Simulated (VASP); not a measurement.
**Mg2Sn: single point with PBE**

The system is Mg2Sn.

```xyz
3
Lattice="0.0000 3.2447 3.2447 3.2447 0.0000 3.2447 3.2447 3.2447 0.0000" Properties=species:S:1:pos:R:3 pbc="T T T"
Sn    0.0000    0.0000    0.0000
Mg    1.6224    1.6224    1.6224
Mg    4.8671    4.8671    4.8671
```

This cell differs from its parent crystal: strain -4.0%.

```
Program             : VASP 6.6.1
Task                : single point
Functional          : PBE
Potentials or basis : VASP PAW PBE potentials, release 64 (Sn_d, Mg)
Cutoff              : 600 eV
k mesh              : 6 × 6 × 6
Occupations         : fermi-dirac, width 0.02 eV
Spin                : no spin polarisation
```

| Property | Result |
| --- | --- |
| Pressure | 8.0 GPa |
| Band gap on the k mesh | 0.01 eV, indirect (least direct gap 2.06 eV) |

Levels at points of the mesh, in eV from the valence-band top:
| k point | band 5 | band 6 | band 7 | band 8 | band 9 | band 10 | band 11 | band 12 | band 13 | band 14 |
| --- | --- | --- | --- | --- | --- | --- | --- | --- | --- | --- |
| (0.00, 0.00, 0.00) | -20.98 | -9.71 | 0.00 | 0.00 | 0.00 | 2.14 | 2.34 | 2.34 | 2.34 | 4.89 |
| (0.50, 0.00, 0.00) | -20.98 | -8.22 | -5.26 | -0.90 | -0.90 | 1.15 | 2.30 | 2.30 | 4.15 | 7.37 |
| (0.50, 0.50, 0.00) | -20.97 | -7.62 | -4.97 | -2.32 | -2.32 | 0.01 | 0.04 | 7.68 | 7.80 | 7.80 |

It took 18 s on 1 thread of Intel(R) Xeon(R) 6975P-C (Granite Rapids), on a shared host, peak memory 0.23 GiB.

Caveat: the cell differs from its parent crystal (strain -4.0%); spin-orbit coupling is left out, which moves the levels of the heavy elements. A k mesh can miss the band edges.
